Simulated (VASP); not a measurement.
Wanted: the native input for a VASP 6.6.1 run.

* Task: relaxation of volume and atoms at fixed shape
* Functional: PBEsol
* Potentials or basis: VASP PAW PBE potentials, release 64 (Mg)
* Cutoff: 600 eV
* k mesh: 9 × 9 × 5
* Occupations: methfessel-paxton, width 0.1 eV
* Spin: no spin polarisation
* Dipole correction: no
* Further INCAR settings: ALGO = Normal; EDIFF = 1e-07; IBRION = 2; EDIFFG = -0.03; NSW = 80; ISIF = 8

The structure of Mg lies in POSCAR:

```
Mg
1.0
    3.2093000000      0.0000000000      0.0000000000
   -1.6046500000      2.7793353284      0.0000000000
    0.0000000000      0.0000000000      5.2103000000
Mg
2
Direct
    0.3333333333      0.6666666667      0.2500000000
    0.6666666667      0.3333333333      0.7500000000
```

The input as run:

INCAR

```
PREC = Accurate
ENCUT = 600
EDIFF = 1E-7
ISMEAR = 1
SIGMA = 0.1
LREAL = F
LASPH = T
NELM = 100
ALGO = Normal
ISIF = 8
LWAVE = F
LCHARG = F
GGA = PS
IBRION = 2
NSW = 80
EDIFFG = -0.03
```

KPOINTS

```
regular mesh
0
Gamma
  9 9 5
```

Potentials or basis: VASP PAW PBE potentials, release 64 (Mg).

Run with:

```console
$ cat potpaw_PBE.64/Mg/POTCAR > POTCAR
$ mpirun -np 1 vasp_std > vasp.out
```

Results of the run:

* Relaxed volume: 22.45 Å³/atom
* Relaxed cell: a = 3.173 Å, b = 3.173 Å, c = 5.151 Å, α = 90.00°, β = 90.00°, γ = 120.00°
* Space group after relaxing (to 0.1 Å): P6_3/mmc (No. 194)
* Energy gained by relaxing: 3.1 meV/atom
* Ionic steps: 3
* Pressure after relaxing: 0.0 GPa
* Band gap on the k mesh: zero (bands 2 and 3 overlap by 2.22 eV)

Caveat: the PAW data sets were made with another functional, which shifts forces and pressure a little.

Wall time 36 s on 1 thread of Intel(R) Xeon(R) Platinum 8488C (Sapphire Rapids), with other jobs on the host, peak memory 0.18 GiB.
